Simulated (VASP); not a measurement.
# Au in VASP: a series of runs

Runs on Au. Level: PBE. Tasks: single point.

Everything below comes from runs of VASP 6.6.1. Logs are shortened: lines on timing, memory, paths and dates and some standing lists are left out, and cuts for length are marked.

**1. The cell of the first run**

The cell holds a slab with vacuum, 5 atoms: a = 2.865 Å, b = 2.943 Å, c = 24.784 Å, α = 90.00°, β = 90.00°, γ = 119.13°.

**2. Single point, PBE**

File INCAR:

```
PREC     = Accurate       # precision mode
ENCUT    = 520            # plane-wave cutoff, eV
EDIFF    = 1E-6           # SCF threshold, eV
ISMEAR   = 0              # smearing method
SIGMA    = 0.1            # smearing width, eV
LREAL    = F              # projectors in reciprocal space
LASPH    = T              # aspherical terms in the spheres
NELM     = 80             # most SCF steps
ALGO     = Fast           # electronic algorithm
ISIF     = 2              # what is computed and relaxed
LWAVE    = F              # write WAVECAR
LCHARG   = F              # write CHGCAR
LDIPOL   = T            
IDIPOL   = 3            
DIPOL    = 0.5 0.5 0.500
GGA      = PE             # functional
NBANDS   = 36             # bands
ISYM     = 0
```

File KPOINTS:

```
regular mesh
0
Gamma
  14 13 1
```

File POSCAR:

```
Au
1.0
    2.8654213454      0.0000000000      0.0000000000
   -1.4327106727      2.5703810381      0.0000000000
    0.0000000000      0.0000000000     24.7842657769
Au
5
Direct
    0.6639514438      0.3279028875      0.3026113449
    0.3360485562      0.6720971125      0.4013056725
    0.6639514438      0.3279028875      0.5000000000
    0.3360485562      0.6720971125      0.5986943275
    0.6639514438      0.3279028875      0.6973886551
```

Potentials or basis: VASP PAW PBE potentials, release 64 (Au).

Run with:

```sh
$ cat potpaw_PBE.64/Au/POTCAR > POTCAR
$ mpirun -np 1 vasp_std > vasp.out
```

OUTCAR:

```text
PREC = Accurate
   ENCUT = 520
   EDIFF = 1E-6
   ISMEAR = 0
   LREAL = F
   LASPH = T
   NELM = 80
   ISIF = 2
   GGA = PE
   ISYM = 0

 ion  position               nearest neighbor table
   1  0.664  0.328  0.303-   2 2.97   2 2.97   2 2.97
   2  0.336  0.672  0.401-   3 2.97   3 2.97   1 2.97   1 2.97   3 2.97   1 2.97
   3  0.664  0.328  0.500-   2 2.97   4 2.97   2 2.97   4 2.97   2 2.97   4 2.97
   4  0.336  0.672  0.599-   3 2.97   3 2.97   5 2.97   5 2.97   3 2.97   5 2.97
   5  0.664  0.328  0.697-   4 2.97   4 2.97   4 2.97

IMPORTANT INFORMATION: All symmetrisations will be switched off!
NOSYMM: (Re-)initialisation of all symmetry stuff for point group C_1.

----------------------------------------------------------------------------------------

                                     Primitive cell

  volume of cell :     182.5417

  direct lattice vectors                    reciprocal lattice vectors
     2.865421345  0.000000000  0.000000000     0.348988815  0.194523688  0.000000000
    -1.432710673  2.570381038  0.000000000     0.000000000  0.389047377  0.000000000
     0.000000000  0.000000000 24.784265777     0.000000000  0.000000000  0.040348179

  length of vectors
     2.865421345  2.942705992 24.784265777     0.399540559  0.389047377  0.040348179

  position of ions in fractional coordinates (direct lattice)
     0.663951444  0.327902888  0.302611345
     0.336048556  0.672097112  0.401305673
     0.663951444  0.327902888  0.500000000
     0.336048556  0.672097112  0.598694327
     0.663951444  0.327902888  0.697388655

  ion indices of the primitive-cell ions
   primitive index   ion index
                 1           1
                 2           2
                 3           3
                 4           4
                 5           5

----------------------------------------------------------------------------------------

 KPOINTS: regular mesh

Automatic generation of k-mesh.
 Grid dimensions read from file:
 generate k-points for:   14   13    1

 Generating k-lattice:

  Cartesian coordinates                     Fractional coordinates (reciprocal lattice)
     0.024927773  0.013894549  0.000000000     0.071428571  0.000000000  0.000000000
     0.000000000  0.029926721  0.000000000     0.000000000  0.076923077  0.000000000
     0.000000000  0.000000000  0.040348179     0.000000000  0.000000000  1.000000000

  Length of vectors
     0.028538611  0.029926721  0.040348179

  Shift w.r.t. Gamma in fractional coordinates (k-lattice)
     0.000000000  0.000000000  0.000000000

 -----------------------------------------------------------------------------
|                                                                             |
|           W    W    AA    RRRRR   N    N  II  N    N   GGGG   !!!           |
|           W    W   A  A   R    R  NN   N  II  NN   N  G    G  !!!           |
|           W    W  A    A  R    R  N N  N  II  N N  N  G       !!!           |
|           W WW W  AAAAAA  RRRRR   N  N N  II  N  N N  G  GGG   !            |
|           WW  WW  A    A  R   R   N   NN  II  N   NN  G    G                |
|           W    W  A    A  R    R  N    N  II  N    N   GGGG   !!!           |
|                                                                             |
|     Your reciprocal lattice and k-lattice belong to different lattice       |
|     classes:                                                                |
|                                                                             |
|        The reciprocal lattice is base centered orthorhombic,                |
|        whereas your k-lattice is simple monoclinic.                         |
|                                                                             |
|     Results are often still useful ...                                      |
|                                                                             |
 -----------------------------------------------------------------------------

 WARNING: IBZKPT: internal override: KBLOWUP is changed to .FALSE.
      ... skipping the blow-up phase ...

 Subroutine IBZKPT returns following result:
 ===========================================

 Found     92 irreducible k-points:

 Following reciprocal coordinates:
            Coordinates               Weight
  0.000000  0.000000  0.000000      1.000000
  0.071429 -0.000000  0.000000      2.000000
  0.142857  0.000000  0.000000      2.000000
  0.214286 -0.000000  0.000000      2.000000
  0.285714  0.000000  0.000000      2.000000
  0.357143  0.000000  0.000000      2.000000
[... 16 lines left out ...]
  0.000000  0.153846  0.000000      2.000000
  0.071429  0.153846  0.000000      2.000000
 [... further k-points ...]
   k-points           NKPTS =     92   k-points in BZ     NKDIM =     92   number of bands    NBANDS=     36
   number of dos      NEDOS =    301   number of ions     NIONS =      5
   total plane-waves  NPLWV = 110592
   dimension x,y,z NGX =    24 NGY =   24 NGZ =  192
   dimension x,y,z NGXF=    48 NGYF=   48 NGZF=  384
   ions per type =               5
   NGX,Y,Z   is equivalent  to a cutoff of  13.92, 13.56, 12.88 a.u.
   NGXF,Y,Z  is equivalent  to a cutoff of  27.85, 27.12, 25.76 a.u.
 SYSTEM =  unknown system
   PREC   = accura    normal or accurate (medium, high low for compatibility)
   ISTART =      0    job   : 0-new  1-cont  2-samecut
   ICHARG =      2    charge: 1-file 2-atom 10-const
   ISPIN  =      1    spin polarized calculation?
   LNONCOLLINEAR =      F non collinear calculations
   LSORBIT =      F    spin-orbit coupling
   LASPH  =      T    aspherical Exc in radial PAW
   ENCUT  =  520.0 eV  38.22 Ry    6.18 a.u.   5.33  5.47 46.08*2*pi/ulx,y,z
   NELM   =     80;   NELMIN=  2; NELMDL= -5     # of ELM steps
   EDIFF  = 0.1E-05   stopping-criterion for ELM
   LREAL  =      F    real-space projection
   EDIFFG = 0.1E-04   stopping-criterion for IOM
   NSW    =      0    number of steps for IOM
   IBRION =     -1    ionic relax: 0-MD 1-quasi-New 2-CG
   NFREE  =      0    steps in history (QN), initial steepest desc. (CG)
   ISIF   =      2    stress and relaxation
   ISYM   =      0    0-nonsym 1-usesym 2-fastsym
   POTIM  = 0.5000    time-step for ionic-motion
   TEBEG  =    0.0;   TEEND  =   0.0 temperature during run
   PSTRESS=    0.0 pullay stress
   NELECT =      55.0000    total number of electrons
   NUPDOWN=      -1.0000    fix difference up-down
   EMIN   =  10.00;   EMAX   =-10.00  energy-range for DOS
   EFERMI =   0.00;   METHOD = LEGACY
   ISMEAR =     0;   SIGMA  =   0.10  broadening in eV -4-tet -1-fermi 0-gaus
   EFERMI_NEDOS =   21; number of points for ismear=-14 and -15
   IALGO  =     68    algorithm
   IMIX   =      4    mixing-type and parameters
     AMIX     =   0.40;   BMIX     =  1.00
     AMIX_MAG =   1.60;   BMIX_MAG =  1.00
  volume/ion in A,a.u.               =      36.51       246.37
  Fermi-wavevector in a.u.,A,eV,Ry     =   1.097510  2.073993 16.388593  1.204528
  Thomas-Fermi vector in A             =   2.233871
   LORBIT       =      0    0 simple, 1 ext, 2 COOP (PROOUT), +10 PAW based schemes
   GGA     = PE    functional components
   LHFCALC =     F    Hartree Fock is set to
   AEXX    =    0.0000 exact exchange contribution
   IVDW    =     0    specifies the selected vdW correction
   LEPSILON=     F    determine dielectric tensor
   LRPA    =     F    only Hartree local field effects (RPA)
 non-spin polarized calculation
 RMM-DIIS sequential band-by-band and
 Gauss-broadening in eV      SIGMA  =   0.10
  energy-cutoff  :      520.00
  volume of cell :      182.54
 maximum number of plane-waves:      5001
 NGX is ok and might be reduce to    24
   NGX = 11   NGY = 11   NGZ = 93

 dipolmoment           0.000000      0.000000     -0.000009 electrons x Angstroem

 number of electron      54.9999999 magnetization

 dipolmoment           0.000000      0.000000      0.000004 electrons x Angstroem

 Free energy of the ion-electron system (eV)
  ---------------------------------------------------
  ext. energy  EPLUGINS =         0.00000000
  ---------------------------------------------------
  free energy    TOTEN  =       -15.44840674 eV

  energy without entropy =      -15.43848619  energy(sigma->0) =      -15.44344646

 E-fermi :   1.5745     XC(G=0):  -6.7381

 val. band max:        1.5728473827   @ k =   0.2857   0.2308   0.0000
 cond. band min:       1.5848830598   @ k =  -0.3571   0.3077   0.0000
 fundamental gap:      0.0120356772
 Fermi energy:         1.5745100209

 k-point     1 :       0.0000    0.0000    0.0000
  band No.  band energies     occupation
      1      -7.4707      2.00000
      2      -6.6794      2.00000
      3      -5.7903      2.00000
      4      -5.2388      2.00000
      5      -5.2235      2.00000
      6      -3.0858      2.00000
[... 28 lines left out ...]
     35       8.2610      0.00000
     36       8.7304      0.00000

 k-point     2 :       0.0714   -0.0000    0.0000
  band No.  band energies     occupation
      1      -7.3140      2.00000
      2      -6.5248      2.00000
      3      -5.6361      2.00000
      4      -5.1010      2.00000
      5      -5.0728      2.00000
      6      -3.0940      2.00000
[... 28 lines left out ...]
     35       8.3886      0.00000
     36       8.8316      0.00000

 k-point     3 :       0.1429    0.0000    0.0000
  band No.  band energies     occupation
      1      -6.8633      2.00000
      2      -6.0885      2.00000
      3      -5.2109      2.00000
      4      -4.7315      2.00000
      5      -4.6602      2.00000
      6      -3.1650      2.00000
[... 28 lines left out ...]
     35       8.7674      0.00000
     36       9.1342      0.00000
[... 742 lines left out ...]
 k-point    23 :       0.0000    0.1538    0.0000
  band No.  band energies     occupation
      1      -6.8192      2.00000
      2      -6.0552      2.00000
      3      -5.1940      2.00000
      4      -4.7297      2.00000
      5      -4.6549      2.00000
      6      -3.3063      2.00000
[... 28 lines left out ...]
     35       8.8083      0.00000
     36       9.1569      0.00000

 k-point    24 :       0.0714    0.1538    0.0000
  band No.  band energies     occupation
      1      -6.4003      2.00000
      2      -5.6699      2.00000
      3      -4.8444      2.00000
      4      -4.4492      2.00000
      5      -4.3233      2.00000
      6      -3.3962      2.00000
[... 28 lines left out ...]
     35       9.1798      0.00000
     36       9.4493      0.00000

 [... further k-points ...]

------------------------ aborting loop because EDIFF is reached ----------------------------------------

 vacuum level on the upper side and lower side of the slab       (xc-potential included)        -0.013        -0.013

  FORCE on cell =-STRESS in cart. coord.  units (eV):
  Direction    XX          YY          ZZ          XY          YZ          ZX
  --------------------------------------------------------------------------------------
  -------------------------------------------------------------------------------------
  Total       -1.9231223     -2.9491352      0.1523743      0.1564237     -0.0000018     -0.0000017
  in kB      -16.8793386    -25.8847042      1.3373969      1.3729384     -0.0000158     -0.0000146
  external PRESSURE =     -13.8088820 kB  Pullay stress =       0.0000000 kB

 VOLUME and BASIS-vectors are now :
 -----------------------------------------------------------------------------
  energy-cutoff  :      520.00
  volume of cell :      182.54
      direct lattice vectors                 reciprocal lattice vectors
     2.865421345  0.000000000  0.000000000     0.348988815  0.194523688  0.000000000
    -1.432710673  2.570381038  0.000000000     0.000000000  0.389047377  0.000000000
     0.000000000  0.000000000 24.784265777     0.000000000  0.000000000  0.040348179

 POSITION                                       TOTAL-FORCE (eV/Angst)
 -----------------------------------------------------------------------------------
      1.43271      0.84284      7.50000        -0.000894     -0.002024     -0.064323
     -0.00000      1.72755      9.94607         0.007752      0.012742      0.085562
      1.43271      0.84284     12.39213        -0.013715     -0.021435      0.000037
     -0.00000      1.72755     14.83820         0.007751      0.012742     -0.085512
      1.43271      0.84284     17.28427        -0.000893     -0.002024      0.064236
 -----------------------------------------------------------------------------------
    total drift:                                0.000001      0.000009      0.000325

  FREE ENERGIE OF THE ION-ELECTRON SYSTEM (eV)
  ---------------------------------------------------
  free  energy   TOTEN  =       -15.4484067415 eV

  energy  without entropy=      -15.4384861884  energy(sigma->0) =      -15.44344646

 vacuum level on the upper side and lower side of the slab         6.775         6.775
```

Wall time 5.8 min (1 thread of Intel Xeon 6975P-C (Granite Rapids), shared host); peak memory 0.61 GiB.

What came out:

```
Free energy   : -15.4484 eV
Largest force : 0.087 eV/Å
```

Forces in eV/Å, atoms in the order of the input:
```
Au  -0.001 -0.002 -0.064
Au   0.008  0.013  0.086
Au  -0.014 -0.021  0.000
Au   0.008  0.013 -0.086
Au  -0.001 -0.002  0.064
```

Caveat: spin-orbit coupling is left out, which moves the levels of the heavy elements.

**3. Single point, PBE**

File INCAR:

```
SYSTEM = Au
ALGO = Fast
DIPOL = 0.5 0.5 0.500
EDIFF = 1E-6
ENCUT = 520
GGA = PE
IDIPOL = 3
ISIF = 2
ISMEAR = 0
ISYM = 0
LASPH = .TRUE.
LCHARG = .FALSE.
LDIPOL = .TRUE.
LREAL = .FALSE.
LWAVE = .FALSE.
NBANDS = 36
NELM = 80
PREC = Accurate
SIGMA = 0.1
```

File KPOINTS:

```
k-points
0
G
  14 13 1
  0 0 0
```

File POSCAR:

```
Au
1.0
    2.8654213454      0.0000000000      0.0000000000
   -1.4327106727      2.5703810381      0.0000000000
    0.0000000000      0.0000000000     24.7842657769
Au
5
Direct
    0.6668033421      0.3304536386      0.3016990846
    0.3431602715      0.6766740422      0.4014649784
    0.6440242408      0.3136475971      0.4999999997
    0.3431602634      0.6766740157      0.5985350218
    0.6668033259      0.3304535938      0.6983009156
```

Potentials or basis: VASP PAW PBE potentials, release 64 (Au).

Run with:

```sh
$ cat potpaw_PBE.64/Au/POTCAR > POTCAR
$ mpirun -np 1 vasp_std > vasp.out
```

It took 6.1 min on 1 thread of Intel Xeon 6975P-C (Granite Rapids), shared host; peak memory 0.6 GiB.

It converged, with:

* Free energy: -15.4510 eV
* Largest force: 0.005 eV/Å

Forces on the atoms (eV/Å):
```
Au   0.000  0.000  0.005
Au   0.002 -0.001  0.005
Au  -0.002  0.002  0.000
Au   0.002 -0.001 -0.005
Au   0.000  0.000 -0.005
```

Levels at points of the mesh, in eV from the Fermi level:
```csv
k point,band 25,band 26,band 27,band 28,band 29,band 30,band 31,band 32
"(0.00, 0.00, 0.00)",-2.38,-2.13,-2.08,-2.06,-2.04,-0.91,0.08,4.05
"(0.50, 0.00, 0.00)",-1.40,0.28,0.55,1.13,1.59,1.67,3.71,3.99
```

Caveat: spin-orbit coupling is left out, which moves the levels of the heavy elements.

[end of part 1 of 2]
